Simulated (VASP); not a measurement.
**RbBr: single point with LDA**

The system is RbBr.

```
Rb Br
1.0
     0.00000    3.42750    3.42750
     3.42750    0.00000    3.42750
     3.42750    3.42750    0.00000
Rb Br
1 1
Direct
  0.91247 0.91247 0.02564
  0.50000 0.50000 0.50000
```

This cell differs from its parent crystal: atom 1 (Rb) moved by (-0.300, -0.600) A along [1 1 0] and z.

| Property | Result |
| --- | --- |
| Program | VASP 6.6.1 |
| Task | single point |
| Functional | LDA |
| Potentials or basis | VASP PAW LDA potentials, release 64 (Rb_sv, Br) |
| Cutoff | 520 eV |
| k mesh | 6 × 6 × 6 |
| Occupations | gaussian, width 0.05 eV |
| Spin | no spin polarisation |
| Dipole correction | no |
| Further INCAR settings | ALGO = Normal; EDIFF = 1e-06; NBANDS = 15 |

* Pressure: 1.3 GPa
* Largest force: 1.344 eV/Å
* Band gap on the k mesh: 3.99 eV

Forces on the atoms (eV/Å):
```
Rb   0.082  0.082  1.339
Br  -0.082 -0.082 -1.339
```

Stress tensor (GPa, compression positive):
```
-0.89 -0.10 -0.71
-0.10 -0.89 -0.71
-0.71 -0.71  5.73
```

Levels at points of the mesh, in eV from the valence-band top:
```csv
k point,band 5,band 6,band 7,band 8,band 9,band 10,band 11,band 12
"(0.00, 0.00, 0.00)",-8.27,-0.13,-0.11,0.00,3.99,7.12,7.41,7.75
"(0.50, 0.00, 0.00)",-8.20,-0.99,-0.30,-0.18,6.22,7.32,8.56,9.14
"(0.00, 0.00, 0.50)",-8.17,-0.97,-0.27,-0.13,6.20,7.07,8.54,8.87
"(0.50, 0.50, 0.50)",-8.26,-0.98,-0.40,-0.30,6.38,7.78,8.80,9.41
"(0.50, 0.50, 0.00)",-8.32,-0.30,-0.18,-0.13,5.49,6.84,7.32,9.32
"(0.00, 0.50, 0.50)",-8.31,-0.46,-0.35,-0.05,5.87,6.65,8.52,9.18
```

Wall time 53 s on 1 thread of Intel(R) Xeon(R) Platinum 8259CL CPU @ 2.50GHz (Skylake/Cascade Lake), with other jobs on the host, peak memory 0.22 GiB.

Caveat: the cell differs from its parent crystal (atom 1 (Rb) moved by (-0.300, -0.600) A along [1 1 0] and z); forces of over 1 eV/Å act on the atoms, so gaps and moduli don't describe the material at rest.
